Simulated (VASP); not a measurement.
A run of VASP 6.6.1 is set up as follows.

Contents of INCAR:

```
PREC = Accurate
ENCUT = 400
EDIFF = 1E-6
ISMEAR = -1
SIGMA = 0.05
LREAL = Auto
LASPH = T
NELM = 120
ALGO = Normal
ISIF = 2
LWAVE = F
LCHARG = F
GGA = PS
NBANDS = 49
GGA_COMPAT = F
ISYM = -1
```

The input KPOINTS:

```
explicit points
4
Reciprocal
  0.25000000   0.25000000   0.25000000 2
  0.25000000   0.25000000   0.75000000 2
  0.25000000   0.75000000   0.25000000 2
  0.25000000   0.75000000   0.75000000 2
```

File POSCAR:

```
Mg8S9
1.0
    0.0000000000      5.6515320000      5.6515320000
    5.6515320000      0.0000000000      5.6515320000
    5.6515320000      5.6515320000      0.0000000000
Mg S
8 9
Direct
    0.0156390000      0.9893790000      0.0073530000
    0.5132820000      0.5077190000      0.4916360000
    0.0002830000      0.9928390000      0.5093510000
    0.5006570000      0.5178030000      0.9915070000
    0.9923640000      0.5119510000      0.0051650000
    0.5005240000      0.0017410000      0.5081700000
    0.4970160000      0.9898170000      0.0028750000
    0.9972410000      0.5013310000      0.5037350000
    0.1454780000      0.1398320000      0.1026150000
    0.6252930000      0.6332390000      0.4702820000
    0.1179010000      0.1328270000      0.6301610000
    0.6194550000      0.6234620000      0.1158510000
    0.1310300000      0.6408240000      0.1246010000
    0.6286090000      0.1109710000      0.6232130000
    0.6215300000      0.1318980000      0.1113080000
    0.1189290000      0.6338620000      0.6181070000
    0.6223670000      0.6484680000      0.7532970000
```

Potentials or basis: VASP PAW PBE potentials, release 64 (Mg, S).

The run is started by

```sh
$ cat potpaw_PBE.64/Mg/POTCAR potpaw_PBE.64/S/POTCAR > POTCAR
$ mpirun -np 1 vasp_std > vasp.out
```

(1) Predict the band gap on the k mesh.

(2) Estimate the pressure.

Results:

(1) 2.08 eV.

(2) 14.7 GPa.

Caveat: atoms lie so close that the PAW spheres overlap strongly, which falsifies energies and pressures; the PAW data sets were made with another functional, which shifts forces and pressure a little.
